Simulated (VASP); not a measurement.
A run of VASP 6.6.1:

The input INCAR:

```
SYSTEM = PPt
PREC = Accurate ; ENCUT = 600
EDIFF = 1E-6 ; ISMEAR = -1
SIGMA = 0.05 ; LREAL = .FALSE.
LASPH = .TRUE. ; NELM = 100
ALGO = Normal ; ISIF = 3
LWAVE = .FALSE. ; LCHARG = .FALSE.
GGA = PE ; IVDW = 13
IBRION = 2 ; NSW = 60
EDIFFG = -0.01
```

KPOINTS

```
regular mesh
0
G
  8 8 4
  0 0 0
```

Contents of POSCAR:

```
PPt
1.0
    3.7430278549      0.0000000000      0.0000000000
   -1.8715139275      3.2415572094      0.0000000000
    0.0000000000      0.0000000000      6.3537430000
Pt P
2 2
Direct
    0.3333333333      0.6666666667      0.3718990000
    0.6666666667      0.3333333333      0.8718990000
    0.3333333333      0.6666666667      0.0031030000
    0.6666666667      0.3333333333      0.5031030000
```

Potentials or basis: VASP PAW PBE potentials, release 64 (Pt, P).

Run with:

```bash
$ cat potpaw_PBE.64/Pt/POTCAR potpaw_PBE.64/P/POTCAR > POTCAR
$ mpirun -np 1 vasp_std > vasp.out
```

Hardware: 1 thread of Intel Xeon 8259CL, with other jobs on the host.

Q: Estimate the wall time of this run.

A: It took 8.8 min on 1 thread of Intel Xeon 8259CL, with other jobs on the host, peak memory 0.26 GiB. Counts: scf iterations 114, k points 30, ion steps 18.
